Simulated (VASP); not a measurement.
# Hf (Im-3m) in VASP: a series of runs

Aim: see how the results for Hf move with the level of theory and the settings. Levels: PBE, r2SCAN. Tasks: single point.

Everything below comes from runs of VASP 6.6.1. Logs are shortened: lines on timing, memory, paths and dates and some standing lists are left out, and cuts for length are marked.

## Step 1: The cell of the first run

The structure is cubic, space group Im-3m (No. 229). Conventional cell: a = 3.547 Å, b = 3.547 Å, c = 3.547 Å, α = 90.00°, β = 90.00°, γ = 90.00°. Hf (site symmetry m-3m) has 14 Hf at 3.07 to 3.55 Å within 4.0 Å.

## Step 2: Single point, PBE

File INCAR:

```
PREC = Accurate
ENCUT = 520
EDIFF = 1E-6
ISMEAR = 0
SIGMA = 0.05
LREAL = False
LASPH = True
NELM = 60
ALGO = Normal
ISIF = 2
LWAVE = False
LCHARG = False
GGA = PE
NBANDS = 11
```

File KPOINTS:

```
regular mesh
0
Gamma
  8 8 8
```

File POSCAR:

```
Hf
1.0
   -1.7734035948      1.7734035948      1.7734035948
    1.7734035948     -1.7734035948      1.7734035948
    1.7734035948      1.7734035948     -1.7734035948
Hf
1
Direct
    0.0000000000      0.0000000000      0.0000000000
```

Potentials or basis: VASP PAW PBE potentials, release 64 (Hf_pv).

On the command line:

```console
$ cat potpaw_PBE.64/Hf_pv/POTCAR > POTCAR
$ mpirun -np 1 vasp_std > vasp.out
```

OUTCAR:

```text
PREC = Accurate
   ENCUT = 520
   EDIFF = 1E-6
   ISMEAR = 0
   LREAL = False
   LASPH = True
   NELM = 60
   ISIF = 2
   GGA = PE

 ion  position               nearest neighbor table
   1  0.000  0.000  0.000-

  LATTYP: Found a body centered cubic cell.
 ALAT       =     3.5468071896

  Lattice vectors:

 A1 = (  -1.7734035948,   1.7734035948,   1.7734035948)
 A2 = (   1.7734035948,  -1.7734035948,   1.7734035948)
 A3 = (   1.7734035948,   1.7734035948,  -1.7734035948)

Analysis of symmetry for initial positions (statically):
=====================================================================
 Subroutine PRICEL returns:
 Original cell was already a primitive cell.

 Routine SETGRP: Setting up the symmetry group for a
 body centered cubic supercell.

 Subroutine GETGRP returns: Found 48 space group operations
 (whereof 48 operations were pure point group operations)
 out of a pool of 48 trial point group operations.

The static configuration has the point symmetry O_h .

Analysis of symmetry for dynamics (positions and initial velocities):
=====================================================================
 Subroutine PRICEL returns:
 Original cell was already a primitive cell.

 Routine SETGRP: Setting up the symmetry group for a
 body centered cubic supercell.

 Subroutine GETGRP returns: Found 48 space group operations
 (whereof 48 operations were pure point group operations)
 out of a pool of 48 trial point group operations.

The dynamic configuration has the point symmetry O_h .

 Subroutine INISYM returns: Found 48 space group operations
 (whereof 48 operations are pure point group operations),
 and found     1 'primitive' translations

----------------------------------------------------------------------------------------

                                     Primitive cell

  volume of cell :      22.3091

  direct lattice vectors                    reciprocal lattice vectors
    -1.773403595  1.773403595  1.773403595     0.000000000  0.281943716  0.281943716
     1.773403595 -1.773403595  1.773403595     0.281943716  0.000000000  0.281943716
     1.773403595  1.773403595 -1.773403595     0.281943716  0.281943716  0.000000000

  length of vectors
     3.071625129  3.071625129  3.071625129     0.398728627  0.398728627  0.398728627

  position of ions in fractional coordinates (direct lattice)
     0.000000000  0.000000000  0.000000000

  ion indices of the primitive-cell ions
   primitive index   ion index
                 1           1

----------------------------------------------------------------------------------------

 KPOINTS: regular mesh

Automatic generation of k-mesh.
 Grid dimensions read from file:
 generate k-points for:    8    8    8

 Generating k-lattice:

  Cartesian coordinates                     Fractional coordinates (reciprocal lattice)
     0.000000000  0.035242965  0.035242965     0.125000000  0.000000000  0.000000000
     0.035242965  0.000000000  0.035242965     0.000000000  0.125000000  0.000000000
     0.035242965  0.035242965  0.000000000     0.000000000  0.000000000  0.125000000

  Length of vectors
     0.049841078  0.049841078  0.049841078

  Shift w.r.t. Gamma in fractional coordinates (k-lattice)
     0.000000000  0.000000000  0.000000000

 Subroutine IBZKPT returns following result:
 ===========================================

 Found     29 irreducible k-points:

 Following reciprocal coordinates:
            Coordinates               Weight
  0.000000  0.000000  0.000000      1.000000
  0.125000  0.000000  0.000000     12.000000
  0.250000  0.000000  0.000000     12.000000
  0.375000  0.000000  0.000000     12.000000
  0.500000  0.000000  0.000000      6.000000
  0.125000  0.125000  0.000000     24.000000
[... 16 lines left out ...]
 -0.250000  0.250000  0.250000      6.000000
 -0.375000  0.375000  0.250000     24.000000
 [... further k-points ...]
   k-points           NKPTS =     29   k-points in BZ     NKDIM =     29   number of bands    NBANDS=     11
   number of dos      NEDOS =    301   number of ions     NIONS =      1
   total plane-waves  NPLWV =  13824
   dimension x,y,z NGX =    24 NGY =   24 NGZ =   24
   dimension x,y,z NGXF=    48 NGYF=   48 NGZF=   48
   ions per type =               1
   NGX,Y,Z   is equivalent  to a cutoff of  12.99, 12.99, 12.99 a.u.
   NGXF,Y,Z  is equivalent  to a cutoff of  25.98, 25.98, 25.98 a.u.
 SYSTEM =  unknown system
   PREC   = accura    normal or accurate (medium, high low for compatibility)
   ISTART =      0    job   : 0-new  1-cont  2-samecut
   ICHARG =      2    charge: 1-file 2-atom 10-const
   ISPIN  =      1    spin polarized calculation?
   LNONCOLLINEAR =      F non collinear calculations
   LSORBIT =      F    spin-orbit coupling
   LASPH  =      T    aspherical Exc in radial PAW
   ENCUT  =  520.0 eV  38.22 Ry    6.18 a.u.   5.71  5.71  5.71*2*pi/ulx,y,z
   NELM   =     60;   NELMIN=  2; NELMDL= -5     # of ELM steps
   EDIFF  = 0.1E-05   stopping-criterion for ELM
   LREAL  =      F    real-space projection
   EDIFFG = 0.1E-04   stopping-criterion for IOM
   NSW    =      0    number of steps for IOM
   IBRION =     -1    ionic relax: 0-MD 1-quasi-New 2-CG
   NFREE  =      0    steps in history (QN), initial steepest desc. (CG)
   ISIF   =      2    stress and relaxation
   ISYM   =      2    0-nonsym 1-usesym 2-fastsym
   POTIM  = 0.5000    time-step for ionic-motion
   TEBEG  =    0.0;   TEEND  =   0.0 temperature during run
   PSTRESS=    0.0 pullay stress
   NELECT =      10.0000    total number of electrons
   NUPDOWN=      -1.0000    fix difference up-down
   EMIN   =  10.00;   EMAX   =-10.00  energy-range for DOS
   EFERMI =   0.00;   METHOD = LEGACY
   ISMEAR =     0;   SIGMA  =   0.05  broadening in eV -4-tet -1-fermi 0-gaus
   EFERMI_NEDOS =   21; number of points for ismear=-14 and -15
   IALGO  =     38    algorithm
   IMIX   =      4    mixing-type and parameters
     AMIX     =   0.40;   BMIX     =  1.00
     AMIX_MAG =   1.60;   BMIX_MAG =  1.00
  volume/ion in A,a.u.               =      22.31       150.55
  Fermi-wavevector in a.u.,A,eV,Ry     =   1.252893  2.367624 21.357615  1.569740
  Thomas-Fermi vector in A             =   2.386772
   LORBIT       =      0    0 simple, 1 ext, 2 COOP (PROOUT), +10 PAW based schemes
   GGA     = PE    functional components
   LHFCALC =     F    Hartree Fock is set to
   AEXX    =    0.0000 exact exchange contribution
   IVDW    =     0    specifies the selected vdW correction
   LEPSILON=     F    determine dielectric tensor
   LRPA    =     F    only Hartree local field effects (RPA)
 non-spin polarized calculation
 Gauss-broadening in eV      SIGMA  =   0.05
  energy-cutoff  :      520.00
  volume of cell :       22.31
 maximum number of plane-waves:       611
   NGX = 11   NGY = 11   NGZ = 11

 number of electron      10.0000001 magnetization

 Free energy of the ion-electron system (eV)
  ---------------------------------------------------
  ext. energy  EPLUGINS =         0.00000000
  ---------------------------------------------------
  free energy    TOTEN  =        -9.75210622 eV

  energy without entropy =       -9.74996970  energy(sigma->0) =       -9.75103796

 E-fermi :   4.5502     XC(G=0): -11.2968

 val. band max:        4.5091494635   @ k =  -0.2500   0.2500   0.2500
 cond. band min:       4.5766844185   @ k =   0.2500   0.2500   0.0000
 fundamental gap:      0.0675349549
 Fermi energy:         4.5502219576

 k-point     1 :       0.0000    0.0000    0.0000
  band No.  band energies     occupation
      1     -25.2381      2.00000
      2     -25.2381      2.00000
      3     -25.2381      2.00000
      4      -2.4508      2.00000
      5       6.1224      0.00000
      6       6.1224      0.00000
      7       6.1224      0.00000
      8       8.9094      0.00000
      9       8.9094      0.00000
     10      17.8946      0.00000
     11      17.8946      0.00000

 k-point     2 :       0.1250    0.0000    0.0000
  band No.  band energies     occupation
      1     -25.3666      2.00000
      2     -25.2783      2.00000
      3     -25.2386      2.00000
      4      -1.8849      2.00000
      5       5.7420      0.00000
      6       5.9157      0.00000
      7       6.6886      0.00000
      8       8.4297      0.00000
      9       8.9132      0.00000
     10      17.8567      0.00000
     11      18.3645      0.00000

 k-point     3 :       0.2500    0.0000    0.0000
  band No.  band energies     occupation
      1     -25.6651      2.00000
      2     -25.3740      2.00000
      3     -25.2400      2.00000
      4      -0.4516      2.00000
      5       4.9690      0.00000
      6       5.1425      0.00000
      7       8.3059      0.00000
      8       8.4035      0.00000
      9       9.0588      0.00000
     10      17.8472      0.00000
     11      18.0050      0.00000

 k-point     4 :       0.3750    0.0000    0.0000
  band No.  band energies     occupation
      1     -25.9488      2.00000
      2     -25.4678      2.00000
      3     -25.2414      2.00000
      4       0.8810      2.00000
      5       4.3313      2.00000
      6       5.0173      0.00000
      7       8.7888      0.00000
      8       9.4549      0.00000
      9      10.6377      0.00000
     10      16.0444      0.00000
     11      16.1467      0.00000

 k-point     5 :       0.5000    0.0000    0.0000
  band No.  band energies     occupation
      1     -26.0624      2.00000
      2     -25.5062      2.00000
      3     -25.2420      2.00000
      4       1.2132      2.00000
      5       4.0951      2.00000
      6       5.6692      0.00000
      7       8.7406      0.00000
      8       9.7438      0.00000
      9      12.2195      0.00000
     10      14.8082      0.00000
     11      15.0874      0.00000
[... 211 lines left out ...]
 k-point    21 :      -0.3750   -0.3750    0.1250
  band No.  band energies     occupation
      1     -25.8361      2.00000
      2     -25.8361      2.00000
      3     -25.3995      2.00000
      4       3.5874      2.00000
      5       3.5874      2.00000
      6       3.8513      2.00000
      7       9.1451      0.00000
      8       9.1451      0.00000
      9      12.6950      0.00000
     10      15.2198      0.00000
     11      15.2198      0.00000

 k-point    22 :       0.2500    0.2500    0.2500
  band No.  band energies     occupation
      1     -25.6504      2.00000
      2     -25.6504      2.00000
      3     -25.6504      2.00000
      4       3.9519      2.00000
      5       3.9519      2.00000
      6       3.9519      2.00000
      7       9.8991      0.00000
      8       9.8991      0.00000
      9      10.2830      0.00000
     10      16.0275      0.00000
     11      16.0275      0.00000

 k-point    23 :      -0.2500    0.2500    0.2500
  band No.  band energies     occupation
      1     -25.6804      2.00000
      2     -25.5209      2.00000
      3     -25.5209      2.00000
      4       1.2440      2.00000
      5       4.5091      1.75464
      6       6.3822      0.00000
      7       6.3822      0.00000
      8       8.2414      0.00000
      9       9.5890      0.00000
     10      17.2926      0.00000
     11      17.8760      0.00000

 k-point    24 :      -0.3750    0.3750    0.2500
  band No.  band energies     occupation
      1     -25.8534      2.00000
      2     -25.6222      2.00000
      3     -25.5451      2.00000
      4       2.3566      2.00000
      5       3.5096      2.00000
      6       6.3955      0.00000
      7       6.8949      0.00000
      8       9.6567      0.00000
      9      10.1159      0.00000
     10      16.7147      0.00000
     11      17.8698      0.00000

 [... further k-points ...]

------------------------ aborting loop because EDIFF is reached ----------------------------------------

  FORCE on cell =-STRESS in cart. coord.  units (eV):
  Direction    XX          YY          ZZ          XY          YZ          ZX
  --------------------------------------------------------------------------------------
  -------------------------------------------------------------------------------------
  Total       -0.0896062     -0.0896062     -0.0896062      0.0000000     -0.0000000      0.0000000
  in kB       -6.4352570     -6.4352570     -6.4352570      0.0000000     -0.0000000      0.0000000
  external PRESSURE =      -6.4352570 kB  Pullay stress =       0.0000000 kB

 VOLUME and BASIS-vectors are now :
 -----------------------------------------------------------------------------
  energy-cutoff  :      520.00
  volume of cell :       22.31
      direct lattice vectors                 reciprocal lattice vectors
    -1.773403595  1.773403595  1.773403595     0.000000000  0.281943716  0.281943716
     1.773403595 -1.773403595  1.773403595     0.281943716  0.000000000  0.281943716
     1.773403595  1.773403595 -1.773403595     0.281943716  0.281943716  0.000000000

 POSITION                                       TOTAL-FORCE (eV/Angst)
 -----------------------------------------------------------------------------------
      0.00000      0.00000      0.00000         0.000000     -0.000000      0.000000
 -----------------------------------------------------------------------------------
    total drift:                                0.000000      0.000000      0.000000

  FREE ENERGIE OF THE ION-ELECTRON SYSTEM (eV)
  ---------------------------------------------------
  free  energy   TOTEN  =        -9.7521062190 eV

  energy  without entropy=       -9.7499696985  energy(sigma->0) =       -9.75103796
```

It took 4.6 s on 1 thread of Intel Xeon 6975P-C, shared host; peak memory 0.13 GiB.

Results:

```
Free energy            : -9.7521 eV
Pressure               : -0.6 GPa
Band gap on the k mesh : zero (band 5 reaches 6.12 eV, above the bottom of band 6 at 3.85 eV)
```

Caveat: spin-orbit coupling is left out, which moves the levels of the heavy elements.

## Step 3: Single point, r2SCAN

This run uses another cell than the first one, of 22.10 Å³/atom, 0.991 times its volume.

File POSCAR:

```
Hf
1.0
   -1.7679019289      1.7679019289      1.7679019289
    1.7679019289     -1.7679019289      1.7679019289
    1.7679019289      1.7679019289     -1.7679019289
Hf
1
Direct
    0.0000000000      0.0000000000      0.0000000000
```

File INCAR.step1:

```
PREC = Accurate
ENCUT = 520
ISMEAR = 0
SIGMA = 0.05
LREAL = False
LASPH = True
NELM = 100
NBANDS = 11
GGA = PE
ALGO = Normal
EDIFF = 1E-4
LWAVE = True
LCHARG = False
```

File INCAR.step2:

```
PREC = Accurate
ENCUT = 520
EDIFF = 1E-7
ISMEAR = 0
SIGMA = 0.05
LREAL = False
LASPH = True
NELM = 100
ALGO = Normal
ISIF = 2
LWAVE = False
LCHARG = False
METAGGA = R2SCAN
LMIXTAU = True
NBANDS = 11
ISTART = 1
```

File KPOINTS:

```
Automatic mesh
0
Gamma
  16 16 16
```

Potentials or basis: VASP PAW PBE potentials, release 64 (Hf_pv).

On the command line:

```console
$ cat potpaw_PBE.64/Hf_pv/POTCAR > POTCAR
$ cp INCAR.step1 INCAR
$ mpirun -np 1 vasp_std > vasp.out
$ cp INCAR.step2 INCAR
$ mpirun -np 1 vasp_std > vasp.out
```

Wall time 61 s (1 thread of Intel Xeon 6975P-C, shared host); peak memory 0.17 GiB.

The run converged. Its results:

| Item | Value |
| --- | --- |
| Free energy | -44.9414 eV |
| Pressure | -0.3 GPa |
| Band gap on the k mesh | zero (band 5 reaches 6.32 eV, above the bottom of band 6 at 3.79 eV) |

Levels at points of the mesh, in eV from the Fermi level:
```tsv
k point	band 1	band 2	band 3	band 4	band 5	band 6	band 7	band 8	band 9	band 10
(0.00, 0.00, 0.00)	-30.91	-30.91	-30.91	-7.42	1.79	1.79	1.79	4.65	4.65	12.20
(0.50, 0.00, 0.00)	-31.79	-31.19	-30.92	-3.50	-0.39	0.92	4.53	5.54	8.05	10.97
(0.50, 0.50, 0.50)	-31.52	-31.52	-31.52	-2.75	-2.75	7.20	7.20	7.20	7.61	7.61
```

Caveat: the PAW data sets were made with another functional, which shifts forces and pressure a little; spin-orbit coupling is left out, which moves the levels of the heavy elements.
